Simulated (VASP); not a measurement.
# Cs (Im-3m) in VASP: a series of runs

Runs on Cs. Level: r2SCAN. Tasks: single point.

Program: VASP 6.6.1. These are calculated values, not measurements. Logs are shortened: lines on timing, memory, paths and dates and some standing lists are left out, and cuts for length are marked.

## Step 1: The cell of the first run

The structure is cubic, space group Im-3m (No. 229). Conventional cell: a = 6.257 Å, b = 6.257 Å, c = 6.257 Å, α = 90.00°, β = 90.00°, γ = 90.00°.

## Step 2: Single point, r2SCAN

File POSCAR:

```
Cs
1.0
   -3.1284650614      3.1284650614      3.1284650614
    3.1284650614     -3.1284650614      3.1284650614
    3.1284650614      3.1284650614     -3.1284650614
Cs
1
Direct
    0.0000000000      0.0000000000      0.0000000000
```

File INCAR.step1:

```
PREC = Accurate
ENCUT = 520
ISMEAR = -1
SIGMA = 0.05
LREAL = False
LASPH = True
NELM = 100
NBANDS = 10
GGA = PE
ALGO = Normal
EDIFF = 1E-4
LWAVE = True
LCHARG = False
```

File INCAR.step2:

```
PREC = Accurate
ENCUT = 520
EDIFF = 1E-6
ISMEAR = -1
SIGMA = 0.05
LREAL = False
LASPH = True
NELM = 100
ALGO = Normal
ISIF = 2
LWAVE = False
LCHARG = False
METAGGA = R2SCAN
LMIXTAU = True
NBANDS = 10
ISTART = 1
```

File KPOINTS:

```
regular mesh
0
Gamma
  6 6 6
```

Potentials or basis: VASP PAW PBE potentials, release 64 (Cs_sv).

Command:

```console
cat potpaw_PBE.64/Cs_sv/POTCAR > POTCAR
cp INCAR.step1 INCAR
mpirun -np 1 vasp_std > vasp.out
cp INCAR.step2 INCAR
mpirun -np 1 vasp_std > vasp.out
```

OUTCAR:

```text
PREC = Accurate
   ENCUT = 520
   EDIFF = 1E-6
   ISMEAR = -1
   LREAL = False
   LASPH = True
   NELM = 100
   ISIF = 2
   METAGGA = R2SCAN
   ISTART = 1

 ion  position               nearest neighbor table
   1  0.000  0.000  0.000-

  LATTYP: Found a body centered cubic cell.
 ALAT       =     6.2569301228

  Lattice vectors:

 A1 = (  -3.1284650614,   3.1284650614,   3.1284650614)
 A2 = (   3.1284650614,  -3.1284650614,   3.1284650614)
 A3 = (   3.1284650614,   3.1284650614,  -3.1284650614)

Analysis of symmetry for initial positions (statically):
=====================================================================
 Subroutine PRICEL returns:
 Original cell was already a primitive cell.

 Routine SETGRP: Setting up the symmetry group for a
 body centered cubic supercell.

 Subroutine GETGRP returns: Found 48 space group operations
 (whereof 48 operations were pure point group operations)
 out of a pool of 48 trial point group operations.

The static configuration has the point symmetry O_h .

Analysis of symmetry for dynamics (positions and initial velocities):
=====================================================================
 Subroutine PRICEL returns:
 Original cell was already a primitive cell.

 Routine SETGRP: Setting up the symmetry group for a
 body centered cubic supercell.

 Subroutine GETGRP returns: Found 48 space group operations
 (whereof 48 operations were pure point group operations)
 out of a pool of 48 trial point group operations.

The dynamic configuration has the point symmetry O_h .

 Subroutine INISYM returns: Found 48 space group operations
 (whereof 48 operations are pure point group operations),
 and found     1 'primitive' translations

----------------------------------------------------------------------------------------

                                     Primitive cell

  volume of cell :     122.4768

  direct lattice vectors                    reciprocal lattice vectors
    -3.128465061  3.128465061  3.128465061     0.000000000  0.159822785  0.159822785
     3.128465061 -3.128465061  3.128465061     0.159822785  0.000000000  0.159822785
     3.128465061  3.128465061 -3.128465061     0.159822785  0.159822785  0.000000000

  length of vectors
[... 71 lines left out ...]
   EDIFF  = 0.1E-05   stopping-criterion for ELM
   LREAL  =      F    real-space projection
   EDIFFG = 0.1E-04   stopping-criterion for IOM
   NSW    =      0    number of steps for IOM
   IBRION =     -1    ionic relax: 0-MD 1-quasi-New 2-CG
   NFREE  =      0    steps in history (QN), initial steepest desc. (CG)
   ISIF   =      2    stress and relaxation
   ISYM   =      2    0-nonsym 1-usesym 2-fastsym
   POTIM  = 0.5000    time-step for ionic-motion
   TEBEG  =    0.0;   TEEND  =   0.0 temperature during run
   PSTRESS=    0.0 pullay stress
   NELECT =       9.0000    total number of electrons
   NUPDOWN=      -1.0000    fix difference up-down
   EMIN   =  10.00;   EMAX   =-10.00  energy-range for DOS
   EFERMI =   0.00;   METHOD = LEGACY
   ISMEAR =    -1;   SIGMA  =   0.05  broadening in eV -4-tet -1-fermi 0-gaus
   EFERMI_NEDOS =   21; number of points for ismear=-14 and -15
   IALGO  =     38    algorithm
   IMIX   =      4    mixing-type and parameters
     AMIX     =   0.40;   BMIX     =  1.00
     AMIX_MAG =   1.60;   BMIX_MAG =  1.00
  volume/ion in A,a.u.               =     122.48       826.51
  Fermi-wavevector in a.u.,A,eV,Ry     =   0.685706  1.295796  6.397353  0.470192
  Thomas-Fermi vector in A             =   1.765724
   LORBIT       =      0    0 simple, 1 ext, 2 COOP (PROOUT), +10 PAW based schemes
   METAGGA = R2SCAN    functional components
   LHFCALC =     F    Hartree Fock is set to
   AEXX    =    0.0000 exact exchange contribution
   IVDW    =     0    specifies the selected vdW correction
   LEPSILON=     F    determine dielectric tensor
   LRPA    =     F    only Hartree local field effects (RPA)
 non-spin polarized calculation
  energy-cutoff  :      520.00
  volume of cell :      122.48
 maximum number of plane-waves:      3322
   NGX = 21   NGY = 21   NGZ = 21

 number of electron       8.9999999 magnetization

 Free energy of the ion-electron system (eV)
  ---------------------------------------------------
  ext. energy  EPLUGINS =         0.00000000
  ---------------------------------------------------
  free energy    TOTEN  =       -25.01414369 eV

  energy without entropy =      -24.99692827  energy(sigma->0) =      -25.00553598

 E-fermi :   0.4092     XC(G=0):  -5.4725

 val. band max:        0.2562400697   @ k =   0.1667   0.1667   0.1667
 cond. band min:       0.4235740774   @ k =   0.3333   0.1667   0.0000
 fundamental gap:      0.1673340077
 Fermi energy:         0.4092006622

 k-point     1 :       0.0000    0.0000    0.0000
  band No.  band energies     occupation
      1     -24.4407      2.00000
      2     -10.8156      2.00000
      3     -10.8156      2.00000
      4     -10.8156      2.00000
      5      -1.3285      2.00000
      6       3.1631      0.00000
      7       3.1631      0.00000
      8       3.1631      0.00000
      9       3.9995      0.00000
     10       3.9995      0.00000
[... 183 lines left out ...]
 k-point    16 :       0.5000    0.5000    0.5000
  band No.  band energies     occupation
      1     -24.4310      2.00000
      2     -10.8944      2.00000
      3     -10.8944      2.00000
      4     -10.8944      2.00000
      5       1.0922      0.00000
      6       1.0922      0.00000
      7       3.4853      0.00000
      8       3.4853      0.00000
      9       3.4853      0.00000
     10       5.0377      0.00000

------------------------ aborting loop because EDIFF is reached ----------------------------------------

  FORCE on cell =-STRESS in cart. coord.  units (eV):
  Direction    XX          YY          ZZ          XY          YZ          ZX
  --------------------------------------------------------------------------------------
  -------------------------------------------------------------------------------------
  Total        0.0148038      0.0148038      0.0148038      0.0000000      0.0000000      0.0000000
  in kB        0.1936559      0.1936559      0.1936559      0.0000000      0.0000000      0.0000000
  external PRESSURE =       0.1936559 kB  Pullay stress =       0.0000000 kB

 VOLUME and BASIS-vectors are now :
 -----------------------------------------------------------------------------
  energy-cutoff  :      520.00
  volume of cell :      122.48
      direct lattice vectors                 reciprocal lattice vectors
    -3.128465061  3.128465061  3.128465061     0.000000000  0.159822785  0.159822785
     3.128465061 -3.128465061  3.128465061     0.159822785  0.000000000  0.159822785
     3.128465061  3.128465061 -3.128465061     0.159822785  0.159822785  0.000000000

 POSITION                                       TOTAL-FORCE (eV/Angst)
 -----------------------------------------------------------------------------------
      0.00000      0.00000      0.00000        -0.000000      0.000000     -0.000000
 -----------------------------------------------------------------------------------
    total drift:                                0.000000      0.000000     -0.000000

  FREE ENERGIE OF THE ION-ELECTRON SYSTEM (eV)
  ---------------------------------------------------
  free  energy   TOTEN  =       -25.0141436898 eV

  energy  without entropy=      -24.9969282740  energy(sigma->0) =      -25.00553598
```

Run time: 54 s. Hardware: 1 thread of AMD EPYC 9R45 (Zen 5), shared host; peak memory 0.23 GiB.

Results:

- Free energy: -25.0141 eV
- Pressure: 0.0 GPa
- Band gap on the k mesh: zero (an odd number of electrons rules out a gap without spin polarisation)

Levels at points of the mesh, in eV from the Fermi level:
| k point | band 1 | band 2 | band 3 | band 4 | band 5 | band 6 | band 7 | band 8 | band 9 |
| --- | --- | --- | --- | --- | --- | --- | --- | --- | --- |
| (0.00, 0.00, 0.00) | -24.85 | -11.22 | -11.22 | -11.22 | -1.74 | 2.75 | 2.75 | 2.75 | 3.59 |
| (0.50, 0.00, 0.00) | -24.84 | -11.34 | -11.26 | -11.23 | 0.11 | 0.72 | 1.84 | 3.47 | 4.06 |
| (0.50, 0.50, 0.50) | -24.84 | -11.30 | -11.30 | -11.30 | 0.68 | 0.68 | 3.08 | 3.08 | 3.08 |

Caveat: the PAW data sets were made with another functional, which shifts forces and pressure a little; spin-orbit coupling is left out, which moves the levels of the heavy elements.

(Part 1 of 2 ends here.)

The gap in the log of VASP goes by the Fermi energy; the results here count the filled bands.